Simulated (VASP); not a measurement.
# WC (P-6m2) in VASP: further runs

The runs below take WC through single point, with PBE.

Everything below comes from runs of VASP 6.6.1. Logs are shortened: lines on timing, memory, paths and dates and some standing lists are left out, and cuts for length are marked.

### Step 1. The cell of the first run

The structure is hexagonal, space group P-6m2 (No. 187). The conventional cell has a = 2.688 Å, b = 2.688 Å, c = 2.619 Å, α = 90.00°, β = 90.00°, γ = 120.00°. Within 2.7 Å of W (site symmetry -6m2) lie 6 C at 2.03 Å and 8 W at 2.62 to 2.69 Å. C (site symmetry -6m2) has 6 W at 2.03 Å and 8 C at 2.62 to 2.69 Å within 2.7 Å.

### Step 2. Single point, PBE (strain -0.080 along x and y, -0.080 along z)

Input file INCAR:

```
SYSTEM = WC
PREC = Accurate
ENCUT = 520
EDIFF = 1E-7
ISMEAR = 0
SIGMA = 0.15
LREAL = .FALSE.
LASPH = .TRUE.
NELM = 100
ALGO = Normal
ISIF = 2
LWAVE = .FALSE.
LCHARG = .TRUE.
GGA = PE
LELF = .TRUE.
LVHAR = .TRUE.
NBANDS = 16
```

Input file KPOINTS:

```
regular mesh
0
G
  24 24 22
  0 0 0
```

Input file POSCAR:

```
WC
1.0
    2.6880299194      0.0000000000      0.0000000000
   -1.3440149597      2.3279021963      0.0000000000
    0.0000000000      0.0000000000      2.6193098112
W C
1 1
Direct
    0.0000000000      0.0000000000      0.0000000000
    0.6666666667      0.3333333333      0.5000000000
```

Potentials or basis: VASP PAW PBE potentials, release 64 (W_sv, C).

Launch:

```bash
$ cat potpaw_PBE.64/W_sv/POTCAR potpaw_PBE.64/C/POTCAR > POTCAR
$ mpirun -np 1 vasp_std > vasp.out
```

OUTCAR:

```text
SYSTEM = WC
   PREC = Accurate
   ENCUT = 520
   EDIFF = 1E-7
   ISMEAR = 0
   LREAL = .FALSE.
   LASPH = .TRUE.
   NELM = 100
   ISIF = 2
   GGA = PE

 ion  position               nearest neighbor table
   1  0.000  0.000  0.000-   2 2.03   2 2.03   2 2.03   2 2.03   2 2.03   2 2.03
   2  0.667  0.333  0.500-   1 2.03   1 2.03   1 2.03   1 2.03   1 2.03   1 2.03

  LATTYP: Found a hexagonal cell.
 ALAT       =     2.6880299194
 C/A-ratio  =     0.9744347681

  Lattice vectors:

 A1 = (   2.6880299194,   0.0000000000,   0.0000000000)
 A2 = (  -1.3440149597,   2.3279021963,   0.0000000000)
 A3 = (   0.0000000000,   0.0000000000,   2.6193098112)

Analysis of symmetry for initial positions (statically):
=====================================================================
 Subroutine PRICEL returns:
 Original cell was already a primitive cell.

 Routine SETGRP: Setting up the symmetry group for a
 hexagonal supercell.

 Subroutine GETGRP returns: Found 12 space group operations
 (whereof 12 operations were pure point group operations)
 out of a pool of 24 trial point group operations.

The static configuration has the point symmetry D_3h.

Analysis of symmetry for dynamics (positions and initial velocities):
=====================================================================
 Subroutine PRICEL returns:
 Original cell was already a primitive cell.

 Routine SETGRP: Setting up the symmetry group for a
 hexagonal supercell.

 Subroutine GETGRP returns: Found 12 space group operations
 (whereof 12 operations were pure point group operations)
 out of a pool of 24 trial point group operations.

The dynamic configuration has the point symmetry D_3h.

 Subroutine INISYM returns: Found 12 space group operations
 (whereof 12 operations are pure point group operations),
 and found     1 'primitive' translations

----------------------------------------------------------------------------------------

                                     Primitive cell

  volume of cell :      16.3903

  direct lattice vectors                    reciprocal lattice vectors
     2.688029919  0.000000000  0.000000000     0.372019669  0.214785656  0.000000000
    -1.344014960  2.327902196  0.000000000     0.000000000  0.429571312  0.000000000
     0.000000000  0.000000000  2.619309811     0.000000000  0.000000000  0.381779962

  length of vectors
     2.688029919  2.688029919  2.619309811     0.429571312  0.429571312  0.381779962

  position of ions in fractional coordinates (direct lattice)
     0.000000000  0.000000000  0.000000000
     0.666666667  0.333333333  0.500000000

  ion indices of the primitive-cell ions
   primitive index   ion index
                 1           1
                 2           2

----------------------------------------------------------------------------------------

 KPOINTS: regular mesh

Automatic generation of k-mesh.
 Grid dimensions read from file:
 generate k-points for:   24   24   22

 Generating k-lattice:

  Cartesian coordinates                     Fractional coordinates (reciprocal lattice)
     0.015500820  0.008949402  0.000000000     0.041666667  0.000000000  0.000000000
     0.000000000  0.017898805  0.000000000     0.000000000  0.041666667  0.000000000
     0.000000000  0.000000000  0.017353635     0.000000000  0.000000000  0.045454545

  Length of vectors
     0.017898805  0.017898805  0.017353635

  Shift w.r.t. Gamma in fractional coordinates (k-lattice)
     0.000000000  0.000000000  0.000000000

 Subroutine IBZKPT returns following result:
 ===========================================

 Found    732 irreducible k-points:

 Following reciprocal coordinates:
            Coordinates               Weight
  0.000000  0.000000  0.000000      1.000000
  0.041667  0.000000  0.000000      6.000000
  0.083333  0.000000  0.000000      6.000000
  0.125000  0.000000  0.000000      6.000000
  0.166667  0.000000  0.000000      6.000000
  0.208333  0.000000  0.000000      6.000000
[... 16 lines left out ...]
  0.416667  0.041667  0.000000     12.000000
  0.458333  0.041667  0.000000     12.000000
 [... further k-points ...]
   k-points           NKPTS =    732   k-points in BZ     NKDIM =    732   number of bands    NBANDS=     16
   number of dos      NEDOS =    301   number of ions     NIONS =      2
   total plane-waves  NPLWV =   8000
   dimension x,y,z NGX =    20 NGY =   20 NGZ =   20
   dimension x,y,z NGXF=    40 NGYF=   40 NGZF=   40
   ions per type =               1   1
   NGX,Y,Z   is equivalent  to a cutoff of  12.37, 12.37, 12.69 a.u.
   NGXF,Y,Z  is equivalent  to a cutoff of  24.74, 24.74, 25.39 a.u.
 SYSTEM =  WC
   PREC   = accura    normal or accurate (medium, high low for compatibility)
   ISTART =      0    job   : 0-new  1-cont  2-samecut
   ICHARG =      2    charge: 1-file 2-atom 10-const
   ISPIN  =      1    spin polarized calculation?
   LNONCOLLINEAR =      F non collinear calculations
   LSORBIT =      F    spin-orbit coupling
   LASPH  =      T    aspherical Exc in radial PAW
   ENCUT  =  520.0 eV  38.22 Ry    6.18 a.u.   5.00  5.00  4.87*2*pi/ulx,y,z
   NELM   =    100;   NELMIN=  2; NELMDL= -5     # of ELM steps
   EDIFF  = 0.1E-06   stopping-criterion for ELM
   LREAL  =      F    real-space projection
   EDIFFG = 0.1E-05   stopping-criterion for IOM
   NSW    =      0    number of steps for IOM
   IBRION =     -1    ionic relax: 0-MD 1-quasi-New 2-CG
   NFREE  =      0    steps in history (QN), initial steepest desc. (CG)
   ISIF   =      2    stress and relaxation
   ISYM   =      2    0-nonsym 1-usesym 2-fastsym
   POTIM  = 0.5000    time-step for ionic-motion
   TEBEG  =    0.0;   TEEND  =   0.0 temperature during run
   PSTRESS=    0.0 pullay stress
   NELECT =      18.0000    total number of electrons
   NUPDOWN=      -1.0000    fix difference up-down
   EMIN   =  10.00;   EMAX   =-10.00  energy-range for DOS
   EFERMI =   0.00;   METHOD = LEGACY
   ISMEAR =     0;   SIGMA  =   0.15  broadening in eV -4-tet -1-fermi 0-gaus
   EFERMI_NEDOS =   21; number of points for ismear=-14 and -15
   IALGO  =     38    algorithm
   IMIX   =      4    mixing-type and parameters
     AMIX     =   0.40;   BMIX     =  1.00
     AMIX_MAG =   1.60;   BMIX_MAG =  1.00
  volume/ion in A,a.u.               =       8.20        55.30
  Fermi-wavevector in a.u.,A,eV,Ry     =   1.689029  3.191802 38.814957  2.852819
  Thomas-Fermi vector in A             =   2.771229
   LORBIT       =      0    0 simple, 1 ext, 2 COOP (PROOUT), +10 PAW based schemes
   GGA     = PE    functional components
   LHFCALC =     F    Hartree Fock is set to
   AEXX    =    0.0000 exact exchange contribution
   IVDW    =     0    specifies the selected vdW correction
   LEPSILON=     F    determine dielectric tensor
   LRPA    =     F    only Hartree local field effects (RPA)
 non-spin polarized calculation
 Gauss-broadening in eV      SIGMA  =   0.15
  energy-cutoff  :      520.00
  volume of cell :       16.39
 maximum number of plane-waves:       456
 NGX is ok and might be reduce to    20
   NGX =  9   NGY =  9   NGZ =  9

 number of electron      18.0000004 magnetization

 Free energy of the ion-electron system (eV)
  ---------------------------------------------------
  ext. energy  EPLUGINS =         0.00000000
  ---------------------------------------------------
  free energy    TOTEN  =       -20.48057185 eV

  energy without entropy =      -20.47776971  energy(sigma->0) =      -20.47917078

 E-fermi :  14.8819     XC(G=0): -15.1599

 val. band max:       14.8563366416   @ k =   0.0417   0.0000   0.2273
 cond. band min:      14.8870649536   @ k =   0.0833   0.0833   0.3182
 fundamental gap:      0.0307283120
 Fermi energy:        14.8819305597

 k-point     1 :       0.0000    0.0000    0.0000
  band No.  band energies     occupation
      1     -58.8011      2.00000
      2     -22.7262      2.00000
      3     -22.5092      2.00000
      4     -22.5092      2.00000
      5      -1.5095      2.00000
      6       8.8995      2.00000
[... 8 lines left out ...]
     15      32.1665      0.00000
     16      33.7958      0.00000

 k-point     2 :       0.0417    0.0000    0.0000
  band No.  band energies     occupation
      1     -58.7982      2.00000
      2     -22.7217      2.00000
      3     -22.5439      2.00000
      4     -22.5166      2.00000
      5      -1.4449      2.00000
      6       8.9295      2.00000
[... 8 lines left out ...]
     15      31.8544      0.00000
     16      33.9224      0.00000

 k-point     3 :       0.0833    0.0000    0.0000
  band No.  band energies     occupation
      1     -58.7898      2.00000
      2     -22.7084      2.00000
      3     -22.6450      2.00000
      4     -22.5383      2.00000
      5      -1.2556      2.00000
      6       8.9870      2.00000
[... 8 lines left out ...]
     15      31.3331      0.00000
     16      34.2928      0.00000

 k-point     4 :       0.1250    0.0000    0.0000
  band No.  band energies     occupation
      1     -58.7764      2.00000
      2     -22.8030      2.00000
      3     -22.6872      2.00000
      4     -22.5727      2.00000
      5      -0.9541      2.00000
      6       8.9334      2.00000
[... 8 lines left out ...]
     15      30.8811      0.00000
     16      34.8814      0.00000
[... 324 lines left out ...]
 k-point    22 :       0.3750    0.0417    0.0000
  band No.  band energies     occupation
      1     -58.6474      2.00000
      2     -24.1508      2.00000
      3     -22.9067      2.00000
      4     -22.4818      2.00000
      5       2.0787      2.00000
      6       6.8374      2.00000
[... 8 lines left out ...]
     15      32.1287      0.00000
     16      34.9731      0.00000

 k-point    23 :       0.4167    0.0417    0.0000
  band No.  band energies     occupation
      1     -58.6363      2.00000
      2     -24.2569      2.00000
      3     -22.9342      2.00000
      4     -22.4639      2.00000
      5       2.3602      2.00000
      6       6.7719      2.00000
[... 8 lines left out ...]
     15      31.3619      0.00000
     16      35.8479      0.00000

 k-point    24 :       0.4583    0.0417    0.0000
  band No.  band energies     occupation
      1     -58.6305      2.00000
      2     -24.3114      2.00000
      3     -22.9483      2.00000
      4     -22.4546      2.00000
      5       2.5063      2.00000
      6       6.7576      2.00000
[... 8 lines left out ...]
     15      30.9336      0.00000
     16      36.3082      0.00000

 [... further k-points ...]
[... 5 lines left out ...]
  --------------------------------------------------------------------------------------
  -------------------------------------------------------------------------------------
  Total       16.1540619     16.1540619     18.6325555      0.0000000     -0.0000000      0.0000000
  in kB     1579.0890686   1579.0890685   1821.3663458      0.0000000     -0.0000000      0.0000000
  external PRESSURE =    1659.8481610 kB  Pullay stress =       0.0000000 kB

 VOLUME and BASIS-vectors are now :
 -----------------------------------------------------------------------------
  energy-cutoff  :      520.00
  volume of cell :       16.39
      direct lattice vectors                 reciprocal lattice vectors
     2.688029919  0.000000000  0.000000000     0.372019669  0.214785656  0.000000000
    -1.344014960  2.327902196  0.000000000     0.000000000  0.429571312  0.000000000
     0.000000000  0.000000000  2.619309811     0.000000000  0.000000000  0.381779962

 POSITION                                       TOTAL-FORCE (eV/Angst)
 -----------------------------------------------------------------------------------
      0.00000      0.00000      0.00000        -0.000000      0.000000      0.000000
      1.34401      0.77597      1.30965         0.000000      0.000000      0.000000
 -----------------------------------------------------------------------------------
    total drift:                                0.000000     -0.000000      0.000000

  FREE ENERGIE OF THE ION-ELECTRON SYSTEM (eV)
  ---------------------------------------------------
  free  energy   TOTEN  =       -20.4805718545 eV

  energy  without entropy=      -20.4777697121  energy(sigma->0) =      -20.47917078
```

Run time: 60 s. Hardware: 1 thread of Intel Xeon 6975P-C (Granite Rapids), shared host; peak memory 0.29 GiB.

What came out:

* Free energy: -20.4806 eV
* Pressure: 166.0 GPa
* Band gap on the k mesh: zero (band 9 reaches 15.81 eV, above the bottom of band 10 at 13.83 eV)

Stress tensor (GPa, compression positive):
```
157.91   0.00   0.00
  0.00 157.91   0.00
  0.00   0.00 182.14
```

Levels at points of the mesh, in eV from the Fermi level:
| k point | band 6 | band 7 | band 8 | band 9 | band 10 | band 11 | band 12 | band 13 |
| --- | --- | --- | --- | --- | --- | --- | --- | --- |
| (0.00, 0.00, 0.00) | -5.98 | -4.60 | -4.60 | 0.13 | 4.38 | 4.38 | 6.96 | 6.96 |
| (0.50, 0.00, 0.00) | -8.13 | -4.90 | -4.88 | -0.65 | 3.05 | 6.03 | 6.54 | 8.24 |
| (0.00, 0.00, 0.50) | -10.31 | -2.88 | -2.88 | -1.05 | -1.05 | 4.60 | 4.98 | 4.98 |
| (0.50, 0.00, 0.50) | -8.18 | -5.85 | -4.69 | 0.93 | 6.06 | 7.34 | 8.77 | 11.84 |

Caveat: the cell differs from its parent crystal (strain -0.080 along x and y, -0.080 along z); spin-orbit coupling is left out, which moves the levels of the heavy elements.

### Step 3. Single point, PBE (strain -0.080 along x and y, -0.040 along z)

Input file INCAR:

```
SYSTEM = WC
ALGO = Normal ; EDIFF = 1E-6
ENCUT = 520 ; GGA = PE
ISIF = 2 ; ISMEAR = 0
LASPH = .True. ; LCHARG = .False.
LREAL = .False. ; LWAVE = .False.
NBANDS = 16 ; NELM = 100
PREC = Accurate ; SIGMA = 0.15
```

Input file KPOINTS:

```
k-points
0
Gamma
  24 24 22
  0 0 0
```

Edit POSCAR of step 2 so:

```diff
@@ -4,3 +4,3 @@
    -1.3440149597      2.3279021963      0.0000000000
-    0.0000000000      0.0000000000      2.6193098112
+    0.0000000000      0.0000000000      2.7331928464
 W C
```

Potentials or basis: VASP PAW PBE potentials, release 64 (W_sv, C).

Launch:

```bash
$ cat potpaw_PBE.64/W_sv/POTCAR potpaw_PBE.64/C/POTCAR > POTCAR
$ mpirun -np 1 vasp_std > vasp.out
```

Run time: 54 s. Hardware: 1 thread of Intel Xeon 6975P-C (Granite Rapids), shared host; peak memory 0.3 GiB.

The run converged. Its results:

* Free energy: -21.1136 eV
* Pressure: 124.4 GPa
* Band gap on the k mesh: zero (band 9 reaches 14.86 eV, above the bottom of band 10 at 13.15 eV)

Stress tensor (GPa, compression positive):
```
133.83   0.00   0.00
  0.00 133.83   0.00
  0.00   0.00 105.39
```

Levels at points of the mesh, in eV from the Fermi level:
```tsv
k point	band 6	band 7	band 8	band 9	band 10	band 11	band 12	band 13
(0.00, 0.00, 0.00)	-5.70	-3.97	-3.97	-0.32	4.08	4.08	6.48	6.48
(0.50, 0.00, 0.00)	-7.89	-5.17	-4.67	-0.33	2.71	6.12	6.78	7.67
(0.00, 0.00, 0.50)	-10.02	-2.18	-2.18	-0.98	-0.98	3.53	5.22	5.22
(0.50, 0.00, 0.50)	-7.87	-5.14	-4.77	0.73	6.09	6.52	8.32	11.33
```

Caveat: the cell differs from its parent crystal (strain -0.080 along x and y, -0.040 along z); spin-orbit coupling is left out, which moves the levels of the heavy elements.
